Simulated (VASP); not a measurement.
TiSiTe3, 5 atoms in the cell. The structure is hexagonal, space group P-6m2 (No. 187). Conventional cell: a = 5.243 Å, b = 5.243 Å, c = 6.068 Å, α = 90.00°, β = 90.00°, γ = 120.00°. Within 4.0 Å of Ti (site symmetry -6m2) lie 6 Te at 3.03 Å. Within 4.0 Å of Si (site symmetry -6m2) lie 5 Te at 3.03 Å. Within 4.0 Å of Te (site symmetry -6m2) lie 3 Si at 3.03 Å and 2 Te at 3.03 Å. Te (site symmetry -6m2) has 3 Te at 3.03 Å and 3 Ti at 3.03 Å and 2 Si at 3.03 Å within 4.0 Å. Within 4.0 Å of Te (site symmetry -6m2) lie 3 Ti at 3.03 Å and 5 Te at 3.03 Å. The cell was built from a structure type or drawn by symmetry, and may not be a known phase.

- Program: VASP 6.6.1
- Task: single point
- Functional: PBE
- Potentials or basis: VASP PAW PBE potentials, release 64 (Ti_sv, Si, Te)
- Cutoff: 520 eV
- k mesh: 6 × 6 × 4
- Occupations: gaussian, width 0.1 eV
- Spin: collinear spin
- Starting moments: [1.0, 0.0, 0.0, 0.0, 0.0] μB
- Dipole correction: no
- Further INCAR settings: ALGO = Normal; EDIFF = 1e-07; NBANDS = 29

Potentials or basis: VASP PAW PBE potentials, release 64 (Ti_sv, Si, Te).

Command:

```bash
$ cat potpaw_PBE.64/Ti_sv/POTCAR potpaw_PBE.64/Si/POTCAR potpaw_PBE.64/Te/POTCAR > POTCAR
$ mpirun -np 1 vasp_std > vasp.out
```

Hardware: 1 thread of Intel(R) Xeon(R) 6975P-C (Granite Rapids), on a shared host.

Problem. How long does it take, and how much memory?

Solution. Run time: 2.8 min on 1 thread of Intel(R) Xeon(R) 6975P-C (Granite Rapids), on a shared host, peak memory 0.41 GiB. Counts: scf iterations 26, k points 21.
